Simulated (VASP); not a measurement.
Write the native input for VASP 6.6.1 that does the following.

| Item | Value |
| --- | --- |
| Task | single point |
| Functional | PBE |
| Potentials or basis | VASP PAW PBE potentials, release 64 (Ba_sv, Ga_d, Si, Cl) |
| Cutoff | 500 eV |
| k mesh | 4 × 4 × 3 |
| Occupations | gaussian, width 0.15 eV |
| Spin | no spin polarisation |
| Dipole correction | no |
| Further INCAR settings | ALGO = Normal; EDIFF = 1e-06; NBANDS = 25 |

The structure of BaGaSiCl lies in POSCAR:

```
BaGaSiCl
1.0
    4.1686441397      0.0000000000      0.0000000000
    0.0000000000      4.1686441397      0.0000000000
    0.0000000000      0.0000000000      6.7822146861
Ba Ga Si Cl
1 1 1 1
Direct
    0.0000000000      0.0000000000      0.0000000000
    0.5000000000      0.5000000000      0.5000000000
    0.0000000000      0.0000000000      0.5000000000
    0.5000000000      0.5000000000      0.0000000000
```

The cell was generated, and may not be a known phase.

One way to write it, as run:

INCAR

```
ALGO     = Normal         # electronic algorithm
EDIFF    = 1E-6           # SCF threshold, eV
ENCUT    = 500            # plane-wave cutoff, eV
GGA      = PE             # functional
GGA_COMPAT= False        
ISIF     = 2              # what is computed and relaxed
ISMEAR   = 0              # smearing method
LASPH    = True           # aspherical terms in the spheres
LCHARG   = True           # write CHGCAR
LELF     = True           # ELF
LREAL    = False          # projectors in reciprocal space
LVHAR    = True         
LWAVE    = False          # write WAVECAR
NBANDS   = 25             # bands
NELM     = 120            # most SCF steps
PREC     = Accurate       # precision mode
SIGMA    = 0.15           # smearing width, eV
```

KPOINTS

```
k-points
0
Gamma
  4 4 3
```

Potentials or basis: VASP PAW PBE potentials, release 64 (Ba_sv, Ga_d, Si, Cl).

Run with:

```sh
$ cat potpaw_PBE.64/Ba_sv/POTCAR potpaw_PBE.64/Ga_d/POTCAR potpaw_PBE.64/Si/POTCAR potpaw_PBE.64/Cl/POTCAR > POTCAR
$ mpirun -np 1 vasp_std > vasp.out
```

Results of the run:

* Pressure: 0.7 GPa
* Band gap on the k mesh: zero (bands 17 and 18 overlap by 1.87 eV)

Caveat: the k points lie up to 0.38 Å⁻¹ apart, too coarse for converged energies and pressures of a metal; spin-orbit coupling is left out, which moves the levels of the heavy elements.

Run time: 52 s on 1 thread of AMD EPYC 7R13 (shared host), peak memory 0.22 GiB.
